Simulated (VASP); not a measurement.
Runs of VASP 6.6.1 on CO2. The structure is that of space group P4_2/mnm (No. 136), or close to it. The cells are those of the table. 

| task | level | potentials or basis | cell | cutoff (eV) | gap on the mesh (eV) | pressure (GPa) | relaxed volume (Å³/atom) | largest force (eV/Å) |
| --- | --- | --- | --- | --- | --- | --- | --- | --- |
| relaxation of cell and atoms | BLYP+D3(BJ) | VASP PAW PBE potentials, release 64 (C, O) | relaxed from a = 3.516, b = 3.516, c = 4.104 Å, 6 atoms | 600 | 6.56 | 0.3 | 12.83 | 0.03 |
| single point | LDA | VASP PAW LDA potentials, release 64 (C, O) | a = 4.109, b = 4.109, c = 4.369 Å, 6 atoms | 520 | 6.54 | 2.3 | - | 0.80 |
| relaxation of cell and atoms | LDA | VASP PAW LDA potentials, release 64 (C, O) | relaxed from a = 3.516, b = 3.516, c = 4.104 Å, 6 atoms | 600 | 6.41 | 0.0 | 11.75 | 0.01 |
| single point | BLYP+D3(BJ) | VASP PAW PBE potentials, release 64 (C, O) | a = 4.304, b = 4.304, c = 4.769 Å, 6 atoms | 520 | 6.53 | (b) | - | (a) |
| single point | PBEsol | VASP PAW PBE potentials, release 64 (C, O) | a = 4.614, b = 4.614, c = 4.755 Å, 6 atoms | 520 | 6.60 | 1.5 | - | 0.71 |

Alike in all rows: no spin polarisation; k mesh 5 × 5 × 5; smearing gaussian 0.01 eV.

Q: Estimate the missing entries.

A: (a) 0.62; (b) 1.4.

Caveats: the PAW data sets were made with another functional, which shifts forces and pressure a little (some runs); the volume moved by over 15 % at a fixed basis, so the end points are rough (some runs); the volume moved by +52 % from the deposited cell, more than functionals usually miss (some runs); the volume moved by +39 % from the deposited cell, more than functionals usually miss (some runs).

A k mesh can miss the band edges.
